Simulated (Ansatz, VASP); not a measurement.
## SrCl2: VASP beside Ansatz

```
Sr Cl
1.0
     0.00000    3.48550    3.48550
     3.48550    0.00000    3.48550
     3.48550    3.48550    0.00000
Sr Cl
1 2
Direct
  0.00000 0.00000 0.00000
  0.22848 0.27152 0.27152
  0.72848 0.77152 0.77152
```

Change from the starting cell: all Cl atoms moved +0.150 Å, as atom 2 along Cartesian [1 0 0].

Alike in both runs: task single point; functional r2SCAN; k mesh 6 × 6 × 6; occupations gaussian, width 0.05 eV; no spin polarisation.

|  | VASP | Ansatz |
| --- | --- | --- |
| version | VASP 6.6.1 | Ansatz 0.2.0 |
| potentials or method | VASP PAW PBE potentials, release 64 (Sr_sv, Cl), cutoff 520 eV | scalar-relativistic, plane waves, PAW |
| valence electrons in the cell | 24 | 24 |

|  | VASP | Ansatz | Ansatz less VASP |
| --- | --- | --- | --- |
| gap on the k mesh at the Fermi level (eV) | 5.95 | 5.95 | -0.001 |
| least direct gap on the mesh (eV) | 5.98 | 5.97 | -0.002 |
| pressure (GPa) | 0.7 | 0.7 | -0.05 |
| traceless stress, the component that is largest in VASP (GPa) | -0.12 | -0.11 | +0.005 |
| rms of the force components (eV/Å) | 0.186 | 0.182 | -0.0036 |

VASP's potentials were made for PBE, not for r2SCAN. Atom by atom the forces differ by 0.004 eV/Å (rms over components). The functional is the same, so the differences come from potentials, cutoffs and numerics.
